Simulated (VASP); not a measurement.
# Sc3Al (P4mm) in VASP: notebook

The runs below take Sc3Al through single point, with PBEsol.

Program: VASP 6.6.1. These are calculated values, not measurements. Logs are shortened: lines on timing, memory, paths and dates and some standing lists are left out, and cuts for length are marked.

## 1. The cell of the first run

It takes space group P4mm (No. 99, tetragonal). Conventional cell: a = 4.375 Å, b = 4.375 Å, c = 4.375 Å, α = 90.00°, β = 90.00°, γ = 90.00°. Sc (site symmetry 4mm) has 8 Sc at 2.89 to 3.31 Å and 4 Al at 3.10 Å within 3.8 Å. Within 3.8 Å of Sc (site symmetry 2mm) lie 8 Sc at 2.89 to 3.31 Å and 4 Al at 3.04 to 3.14 Å. Within 4.0 Å of Al (site symmetry 4mm) lie 12 Sc at 3.04 to 3.14 Å.

## 2. Single point, PBEsol (atoms displaced along a vibrational mode)

INCAR reads:

```
SYSTEM = Sc3Al
PREC     = Accurate       ! precision mode
ENCUT    = 520            ! plane-wave cutoff, eV
EDIFF    = 1E-7           ! SCF threshold, eV
ISMEAR   = 0              ! smearing method
SIGMA    = 0.15           ! smearing width, eV
LREAL    = .False.        ! projectors in reciprocal space
LASPH    = .True.         ! aspherical terms in the spheres
NELM     = 80             ! most SCF steps
ALGO     = Fast           ! electronic algorithm
ISIF     = 2              ! what is computed and relaxed
LWAVE    = .False.        ! write WAVECAR
LCHARG   = .False.        ! write CHGCAR
GGA      = PS             ! functional
NBANDS   = 26             ! bands
```

KPOINTS reads:

```
Automatic mesh
0
Gamma
  12 12 12
  0 0 0
```

POSCAR reads:

```
Sc3Al
1.0
    4.3747949987      0.0000000000      0.0000000000
    0.0000000000      4.3747949987      0.0000000000
    0.0000000000      0.0000000000      4.3747949987
Sc Al
3 1
Direct
    0.5000000000     -0.0457164279      0.5000000000
    0.0000000000      0.5213173164      0.5000000000
    0.5000000000      0.5213173164      0.0000000000
    0.0000000000      0.0051348032      0.0000000000
```

Potentials or basis: VASP PAW PBE potentials, release 64 (Sc_sv, Al).

Launch:

```
cat potpaw_PBE.64/Sc_sv/POTCAR potpaw_PBE.64/Al/POTCAR > POTCAR
mpirun -np 1 vasp_std > vasp.out
```

OUTCAR:

```text
SYSTEM = Sc3Al
   PREC = Accurate
   ENCUT = 520
   EDIFF = 1E-7
   ISMEAR = 0
   LREAL = .False.
   LASPH = .True.
   NELM = 80
   ISIF = 2
   GGA = PS

 ion  position               nearest neighbor table
   1  0.500  0.954  0.500-   2 2.89   3 2.89   3 2.89   2 2.89   4 3.10   4 3.10   4 3.10   4 3.10
                             2 3.31   3 3.31   2 3.31   3 3.31
   2  0.000  0.521  0.500-   1 2.89   1 2.89   4 3.04   4 3.04   3 3.09   3 3.09   3 3.09   3 3.09
                             4 3.14   4 3.14   1 3.31   1 3.31
   3  0.500  0.521  0.000-   1 2.89   1 2.89   4 3.04   4 3.04   2 3.09   2 3.09   2 3.09   2 3.09
                             4 3.14   4 3.14   1 3.31   1 3.31
   4  0.000  0.005  0.000-   2 3.04   3 3.04   2 3.04   3 3.04   1 3.10   1 3.10   1 3.10   1 3.10
                             3 3.14   2 3.14   2 3.14   3 3.14

  LATTYP: Found a simple cubic cell.
 ALAT       =     4.3747949987

  Lattice vectors:

 A1 = (   4.3747949987,   0.0000000000,   0.0000000000)
 A2 = (   0.0000000000,   4.3747949987,   0.0000000000)
 A3 = (   0.0000000000,   0.0000000000,   4.3747949987)

Analysis of symmetry for initial positions (statically):
=====================================================================
 Subroutine PRICEL returns:
 Original cell was already a primitive cell.

 Routine SETGRP: Setting up the symmetry group for a
 simple cubic supercell.

 Subroutine GETGRP returns: Found  8 space group operations
 (whereof  8 operations were pure point group operations)
 out of a pool of 48 trial point group operations.

The static configuration has the point symmetry C_4v.

Analysis of symmetry for dynamics (positions and initial velocities):
=====================================================================
 Subroutine PRICEL returns:
 Original cell was already a primitive cell.

 Routine SETGRP: Setting up the symmetry group for a
 simple cubic supercell.

 Subroutine GETGRP returns: Found  8 space group operations
 (whereof  8 operations were pure point group operations)
 out of a pool of 48 trial point group operations.

The dynamic configuration has the point symmetry C_4v.

 Subroutine INISYM returns: Found  8 space group operations
 (whereof  8 operations are pure point group operations),
 and found     1 'primitive' translations

----------------------------------------------------------------------------------------

                                     Primitive cell

  volume of cell :      83.7285

  direct lattice vectors                    reciprocal lattice vectors
[... 88 lines left out ...]
   LASPH  =      T    aspherical Exc in radial PAW
   ENCUT  =  520.0 eV  38.22 Ry    6.18 a.u.   8.13  8.13  8.13*2*pi/ulx,y,z
   NELM   =     80;   NELMIN=  2; NELMDL= -5     # of ELM steps
   EDIFF  = 0.1E-06   stopping-criterion for ELM
   LREAL  =      F    real-space projection
   EDIFFG = 0.1E-05   stopping-criterion for IOM
   NSW    =      0    number of steps for IOM
   IBRION =     -1    ionic relax: 0-MD 1-quasi-New 2-CG
   NFREE  =      0    steps in history (QN), initial steepest desc. (CG)
   ISIF   =      2    stress and relaxation
   ISYM   =      2    0-nonsym 1-usesym 2-fastsym
   POTIM  = 0.5000    time-step for ionic-motion
   TEBEG  =    0.0;   TEEND  =   0.0 temperature during run
   PSTRESS=    0.0 pullay stress
   NELECT =      36.0000    total number of electrons
   NUPDOWN=      -1.0000    fix difference up-down
   EMIN   =  10.00;   EMAX   =-10.00  energy-range for DOS
   EFERMI =   0.00;   METHOD = LEGACY
   ISMEAR =     0;   SIGMA  =   0.15  broadening in eV -4-tet -1-fermi 0-gaus
   EFERMI_NEDOS =   21; number of points for ismear=-14 and -15
   IALGO  =     68    algorithm
   IMIX   =      4    mixing-type and parameters
     AMIX     =   0.40;   BMIX     =  1.00
     AMIX_MAG =   1.60;   BMIX_MAG =  1.00
  volume/ion in A,a.u.               =      20.93       141.26
  Fermi-wavevector in a.u.,A,eV,Ry     =   1.235619  2.334982 20.772758  1.526755
  Thomas-Fermi vector in A             =   2.370261
   LORBIT       =      0    0 simple, 1 ext, 2 COOP (PROOUT), +10 PAW based schemes
   GGA     = PS    functional components
   LHFCALC =     F    Hartree Fock is set to
   AEXX    =    0.0000 exact exchange contribution
   IVDW    =     0    specifies the selected vdW correction
   LEPSILON=     F    determine dielectric tensor
   LRPA    =     F    only Hartree local field effects (RPA)
 non-spin polarized calculation
 RMM-DIIS sequential band-by-band and
 Gauss-broadening in eV      SIGMA  =   0.15
  energy-cutoff  :      520.00
  volume of cell :       83.73
 maximum number of plane-waves:      2301
 NGX is ok and might be reduce to    36
   NGX = 17   NGY = 17   NGZ = 17

 number of electron      35.9999996 magnetization

 Free energy of the ion-electron system (eV)
  ---------------------------------------------------
  ext. energy  EPLUGINS =         0.00000000
  ---------------------------------------------------
  free energy    TOTEN  =       -24.66846280 eV

  energy without entropy =      -24.59956119  energy(sigma->0) =      -24.63401199

 E-fermi :   4.7998     XC(G=0): -10.3459

 val. band max:        4.7996133032   @ k =   0.3333   0.0833   0.0000
 cond. band min:       4.8004192576   @ k =   0.2500   0.1667   0.0833
 fundamental gap:      0.0008059544
 Fermi energy:         4.7997654544

 k-point     1 :       0.0000    0.0000    0.0000
  band No.  band energies     occupation
      1     -44.2570      2.00000
      2     -44.1165      2.00000
      3     -44.1111      2.00000
      4     -23.2055      2.00000
      5     -23.2055      2.00000
      6     -23.1935      2.00000
[... 685 lines left out ...]
     25       7.7380      0.00000
     26       7.9608      0.00000

 [... further k-points ...]
[... 5 lines left out ...]
  --------------------------------------------------------------------------------------
  -------------------------------------------------------------------------------------
  Total        0.6242639      0.3660236      0.6242639      0.0000000      0.0000000      0.0000000
  in kB       11.9455375      7.0040063     11.9455375      0.0000000      0.0000000      0.0000000
  external PRESSURE =      10.2983604 kB  Pullay stress =       0.0000000 kB

 VOLUME and BASIS-vectors are now :
 -----------------------------------------------------------------------------
  energy-cutoff  :      520.00
  volume of cell :       83.73
      direct lattice vectors                 reciprocal lattice vectors
     4.374794999  0.000000000  0.000000000     0.228582139  0.000000000  0.000000000
     0.000000000  4.374794999  0.000000000     0.000000000  0.228582139  0.000000000
     0.000000000  0.000000000  4.374794999     0.000000000  0.000000000  0.228582139

 POSITION                                       TOTAL-FORCE (eV/Angst)
 -----------------------------------------------------------------------------------
      2.18740      4.17479      2.18740        -0.000000      2.065186      0.000000
      0.00000      2.28066      2.18740         0.000000     -0.978024     -0.000000
      2.18740      2.28066      0.00000         0.000000     -0.978024      0.000000
      0.00000      0.02246      0.00000         0.000000     -0.109138     -0.000000
 -----------------------------------------------------------------------------------
    total drift:                                0.000000     -0.000114     -0.000000

  FREE ENERGIE OF THE ION-ELECTRON SYSTEM (eV)
  ---------------------------------------------------
  free  energy   TOTEN  =       -24.6684627987 eV

  energy  without entropy=      -24.5995611867  energy(sigma->0) =      -24.63401199
```

stdout:

```text
POSCAR found type information on POSCAR ScAl
 POSCAR found :  2 types and       4 ions
 scaLAPACK will be used
 -----------------------------------------------------------------------------
|                                                                             |
|                                                                             |
|     You enforced a specific xc type in the INCAR file but a different       |
|     I HOPE YOU KNOW WHAT YOU ARE DOING!                                     |
|                                                                             |
 -----------------------------------------------------------------------------

 LDA part: xc-table for (Slater+PW92), standard interpolation
 POSCAR, INCAR and KPOINTS ok, starting setup
 FFT: planning ... GRIDC
 FFT: planning ... GRID_SOFT
 FFT: planning ... GRID
 WAVECAR not read
 entering main loop
```

Run time: 3.7 min. Hardware: 1 thread of Intel Xeon 6975P-C (Granite Rapids), shared host; peak memory 0.47 GiB.

Results:

| Property | Result |
| --- | --- |
| Free energy | -24.6685 eV |
| Pressure | 1.0 GPa |
| Largest force | 2.065 eV/Å |
| Band gap on the k mesh | zero (bands 18 and 19 overlap by 1.28 eV) |

Forces in eV/Å, atoms in the order of the input:
```
Sc   0.000  2.065  0.000
Sc   0.000 -0.978  0.000
Sc   0.000 -0.978  0.000
Al   0.000 -0.109  0.000
```

Stress tensor (GPa, compression positive):
```
1.19 0.00 0.00
0.00 0.70 0.00
0.00 0.00 1.19
```

Levels at points of the mesh, in eV from the Fermi level:
```tsv
k point	band 15	band 16	band 17	band 18	band 19	band 20	band 21	band 22
(0.00, 0.00, 0.00)	-1.01	-1.00	-0.47	-0.35	-0.35	0.70	0.76	0.76
(0.50, 0.00, 0.00)	-1.31	-0.83	-0.74	0.11	0.25	0.83	1.03	1.67
(0.00, 0.50, 0.00)	-1.33	-0.75	-0.75	0.00	0.18	0.93	0.93	1.24
(0.50, 0.50, 0.00)	-2.73	-1.39	-0.96	0.22	0.47	0.53	1.19	1.26
(0.50, 0.00, 0.50)	-2.75	-1.37	-0.94	0.23	0.23	0.24	1.50	1.50
(0.50, 0.50, 0.50)	-1.46	-1.40	-1.06	-1.05	-1.05	0.66	1.38	1.61
```

Caveat: the cell differs from its parent crystal (atoms displaced along a vibrational mode); the PAW data sets were made with another functional, which shifts forces and pressure a little.

[end of part 1 of 2]
